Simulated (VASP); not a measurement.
# Ta4O (Im-3m) in VASP: further runs, part 3 of 3

VASP 6.6.1. Earlier steps stand in the parts before.

## (5) Single point, PBE, collinear spin, ferromagnetic start

The input, INCAR:

```
  ALGO = Normal
  EDIFF = 1E-6
  ENCUT = 520
  GGA = PE
  ISIF = 2
  ISMEAR = 0
  ISPIN = 2
  LASPH = True
  LCHARG = False
  LMAXMIX = 4
  LORBIT = 11
  LREAL = False
  LWAVE = False
  MAGMOM = 1 1 1 1 0
  NBANDS = 37
  NELM = 150
  PREC = Accurate
  SIGMA = 0.1
```

The input, KPOINTS:

```
k-points
0
Gamma
  4 4 4
```

The input, POSCAR:

```
Ta4O
1.0
   -2.7635759965      2.7635759965      2.7635759965
    2.7635759965     -2.7635759965      2.7635759965
    2.7635759965      2.7635759965     -2.7635759965
Ta O
4 1
Direct
    0.5000000000      0.5000000000      0.5000000000
    0.0000000000      0.0000000000      0.5000000000
    0.0000000000      0.5000000000      0.0000000000
    0.5000000000      0.0000000000      0.0000000000
    0.0000000000      0.0000000000      0.0000000000
```

Potentials or basis: VASP PAW PBE potentials, release 64 (Ta_pv, O).

Run with:

```sh
cat potpaw_PBE.64/Ta_pv/POTCAR potpaw_PBE.64/O/POTCAR > POTCAR
mpirun -np 1 vasp_std > vasp.out
```

OUTCAR:

```text
EDIFF = 1E-6
   ENCUT = 520
   GGA = PE
   ISIF = 2
   ISMEAR = 0
   ISPIN = 2
   LASPH = True
   LORBIT = 11
   LREAL = False
   NELM = 150
   PREC = Accurate

 ion  position               nearest neighbor table
   1  0.500  0.500  0.500-   5 2.39   5 2.39   4 2.76   2 2.76   4 2.76   3 2.76   2 2.76   3 2.76

   2  0.000  0.000  0.500-   5 2.39   5 2.39   4 2.76   1 2.76   3 2.76   3 2.76   4 2.76   1 2.76

   3  0.000  0.500  0.000-   5 2.39   5 2.39   4 2.76   1 2.76   2 2.76   2 2.76   1 2.76   4 2.76

   4  0.500  0.000  0.000-   5 2.39   5 2.39   3 2.76   1 2.76   1 2.76   2 2.76   2 2.76   3 2.76

   5  0.000  0.000  0.000-   1 2.39   2 2.39   3 2.39   4 2.39   2 2.39   3 2.39   4 2.39   1 2.39

  LATTYP: Found a body centered cubic cell.
 ALAT       =     5.5271519930

  Lattice vectors:

 A1 = (  -2.7635759965,   2.7635759965,   2.7635759965)
 A2 = (   2.7635759965,  -2.7635759965,   2.7635759965)
 A3 = (   2.7635759965,   2.7635759965,  -2.7635759965)

Analysis of symmetry for initial positions (statically):
=====================================================================
 Subroutine PRICEL returns:
 Original cell was already a primitive cell.

 Routine SETGRP: Setting up the symmetry group for a
 body centered cubic supercell.

 Subroutine GETGRP returns: Found 48 space group operations
 (whereof 48 operations were pure point group operations)
 out of a pool of 48 trial point group operations.

The static configuration has the point symmetry O_h .

Analysis of symmetry for dynamics (positions and initial velocities):
=====================================================================
 Subroutine PRICEL returns:
 Original cell was already a primitive cell.

 Routine SETGRP: Setting up the symmetry group for a
 body centered cubic supercell.

 Subroutine GETGRP returns: Found 48 space group operations
 (whereof 48 operations were pure point group operations)
 out of a pool of 48 trial point group operations.

The dynamic configuration has the point symmetry O_h .

Analysis of structural, dynamic, and magnetic symmetry:
=====================================================================
 Subroutine PRICEL returns:
 Original cell was already a primitive cell.

 Routine SETGRP: Setting up the symmetry group for a
 body centered cubic supercell.

 Subroutine GETGRP returns: Found 48 space group operations
 (whereof 48 operations were pure point group operations)
 out of a pool of 48 trial point group operations.

The overall configuration has the point symmetry O_h .

 Subroutine INISYM returns: Found 48 space group operations
 (whereof 48 operations are pure point group operations),
 and found     1 'primitive' translations

----------------------------------------------------------------------------------------

                                     Primitive cell

  volume of cell :      84.4256

  direct lattice vectors                    reciprocal lattice vectors
    -2.763575997  2.763575997  2.763575997     0.000000000  0.180925005  0.180925005
     2.763575997 -2.763575997  2.763575997     0.180925005  0.000000000  0.180925005
[... 74 lines left out ...]
   EDIFF  = 0.1E-05   stopping-criterion for ELM
   LREAL  =      F    real-space projection
   EDIFFG = 0.1E-04   stopping-criterion for IOM
   NSW    =      0    number of steps for IOM
   IBRION =     -1    ionic relax: 0-MD 1-quasi-New 2-CG
   NFREE  =      0    steps in history (QN), initial steepest desc. (CG)
   ISIF   =      2    stress and relaxation
   ISYM   =      2    0-nonsym 1-usesym 2-fastsym
   POTIM  = 0.5000    time-step for ionic-motion
   TEBEG  =    0.0;   TEEND  =   0.0 temperature during run
   PSTRESS=    0.0 pullay stress
   NELECT =      50.0000    total number of electrons
   NUPDOWN=      -1.0000    fix difference up-down
   EMIN   =  10.00;   EMAX   =-10.00  energy-range for DOS
   EFERMI =   0.00;   METHOD = LEGACY
   ISMEAR =     0;   SIGMA  =   0.10  broadening in eV -4-tet -1-fermi 0-gaus
   EFERMI_NEDOS =   21; number of points for ismear=-14 and -15
   IALGO  =     38    algorithm
   IMIX   =      4    mixing-type and parameters
     AMIX     =   0.40;   BMIX     =  1.00
     AMIX_MAG =   1.60;   BMIX_MAG =  1.00
  volume/ion in A,a.u.               =      16.89       113.95
  Fermi-wavevector in a.u.,A,eV,Ry     =   1.374802  2.597999 25.716099  1.890080
  Thomas-Fermi vector in A             =   2.500195
   LORBIT       =     11    0 simple, 1 ext, 2 COOP (PROOUT), +10 PAW based schemes
   GGA     = PE    functional components
   LHFCALC =     F    Hartree Fock is set to
   AEXX    =    0.0000 exact exchange contribution
   IVDW    =     0    specifies the selected vdW correction
   LEPSILON=     F    determine dielectric tensor
   LRPA    =     F    only Hartree local field effects (RPA)
 spin polarized calculation
 Gauss-broadening in eV      SIGMA  =   0.10
  energy-cutoff  :      520.00
  volume of cell :       84.43
 maximum number of plane-waves:      2316
   NGX = 17   NGY = 17   NGZ = 17

 number of electron      49.9999995 magnetization       0.0052036

 number of electron      49.9999995 magnetization      -0.0000921

 Free energy of the ion-electron system (eV)
  ---------------------------------------------------
  ext. energy  EPLUGINS =         0.00000000
  ---------------------------------------------------
  free energy    TOTEN  =       -49.63780537 eV

  energy without entropy =      -49.62574706  energy(sigma->0) =      -49.63177621

 E-fermi :   5.7877     XC(G=0): -12.1433

 val. band max:        5.7850537918   @ k =   0.5000   0.5000   0.2500
 cond. band min:       5.9958385944   @ k =   0.2500   0.0000   0.0000
 fundamental gap:      0.2107848026
 Fermi energy:         5.7877089063

 spin component 1

 k-point     1 :       0.0000    0.0000    0.0000
  band No.  band energies     occupation
      1     -29.5079      1.00000
      2     -29.5079      1.00000
      3     -29.5079      1.00000
      4     -29.1306      1.00000
      5     -29.1306      1.00000
      6     -29.1306      1.00000
[... 309 lines left out ...]
     36      11.5608      0.00000
     37      11.5608      0.00000
 Fermi energy:         5.7877089063

 spin component 2

 k-point     1 :       0.0000    0.0000    0.0000
  band No.  band energies     occupation
      1     -29.5079      1.00000
      2     -29.5079      1.00000
      3     -29.5079      1.00000
      4     -29.1305      1.00000
      5     -29.1305      1.00000
      6     -29.1305      1.00000
[... 309 lines left out ...]
     36      11.5608      0.00000
     37      11.5608      0.00000

------------------------ aborting loop because EDIFF is reached ----------------------------------------

  FORCE on cell =-STRESS in cart. coord.  units (eV):
  Direction    XX          YY          ZZ          XY          YZ          ZX
  --------------------------------------------------------------------------------------
  -------------------------------------------------------------------------------------
  Total        0.2218621      0.2218621      0.2218621     -0.0000000     -0.0000000      0.0000000
  in kB        4.2103621      4.2103621      4.2103621     -0.0000000     -0.0000000      0.0000000
  external PRESSURE =       4.2103621 kB  Pullay stress =       0.0000000 kB

 VOLUME and BASIS-vectors are now :
 -----------------------------------------------------------------------------
  energy-cutoff  :      520.00
  volume of cell :       84.43
      direct lattice vectors                 reciprocal lattice vectors
    -2.763575997  2.763575997  2.763575997     0.000000000  0.180925005  0.180925005
     2.763575997 -2.763575997  2.763575997     0.180925005  0.000000000  0.180925005
     2.763575997  2.763575997 -2.763575997     0.180925005  0.180925005  0.000000000

 POSITION                                       TOTAL-FORCE (eV/Angst)
 -----------------------------------------------------------------------------------
      1.38179      1.38179      1.38179        -0.000000     -0.000000     -0.000000
      1.38179      1.38179     -1.38179         0.000000     -0.000000     -0.000000
      1.38179     -1.38179      1.38179        -0.000000     -0.000000      0.000000
     -1.38179      1.38179      1.38179        -0.000000      0.000000      0.000000
      0.00000      0.00000      0.00000        -0.000000      0.000000     -0.000000
 -----------------------------------------------------------------------------------
    total drift:                                0.000000     -0.000000      0.000000

  FREE ENERGIE OF THE ION-ELECTRON SYSTEM (eV)
  ---------------------------------------------------
  free  energy   TOTEN  =       -49.6378053714 eV

  energy  without entropy=      -49.6257470558  energy(sigma->0) =      -49.63177621

 total charge

# of ion       s       p       d       tot
------------------------------------------
    1        0.376   6.104   2.478   8.958
    2        0.376   6.104   2.478   8.958
    3        0.376   6.104   2.478   8.958
    4        0.376   6.104   2.478   8.958
    5        1.549   3.410   0.000   4.959
--------------------------------------------------
tot          3.053  27.824   9.914  40.791

 magnetization (x)

# of ion       s       p       d       tot
------------------------------------------
    1       -0.000   0.000  -0.000  -0.000
    2       -0.000   0.000  -0.000  -0.000
    3       -0.000   0.000  -0.000  -0.000
    4       -0.000   0.000  -0.000  -0.000
    5       -0.000  -0.000   0.000  -0.000
--------------------------------------------------
tot         -0.000  -0.000  -0.000  -0.000
```

Wall time 65 s (1 thread of Intel Xeon 6975P-C, shared host); peak memory 0.25 GiB.

Results:

- Free energy: -49.6378 eV
- Pressure: 0.4 GPa
- Band gap on the k mesh: zero (filled and empty bands overlap)
- Net moment: 0.00 μB per cell
- Valence electrons inside the program's atomic spheres: Ta 8.96; O 4.96

Caveat: the k points lie up to 0.40 Å⁻¹ apart; spin-orbit coupling is left out, which moves the levels of the heavy elements.

## (6) The runs side by side

| task | spin | cell | cutoff (eV) | gap on the mesh (eV) | pressure (GPa) |
| --- | --- | --- | --- | --- | --- |
| single point | off | a = 4.787 Å, angles 109.5°, 5 atoms | 520 | none | 0.4 |
| single point | off | a = 4.894 Å, angles 109.5°, 5 atoms | 520 | none | -8.7 |
| relaxation of cell and atoms | off | relaxed from a = 4.894 Å, angles 109.5°, 5 atoms | 600 | none | -0.2 |
| single point | collinear, ferromagnetic start | a = 4.787 Å, angles 109.5°, 5 atoms | 520 | none | 0.4 |

Alike in all rows: level PBE; potentials or basis VASP PAW PBE potentials, release 64 (Ta_pv, O); k mesh 4 × 4 × 4; smearing gaussian 0.1 eV.

Caveats: all runs use coarse meshes; spin-orbit coupling is left out, which moves the levels of the heavy elements.

Total energies depend on the potentials used, so only differences within one code and one set of settings carry meaning.
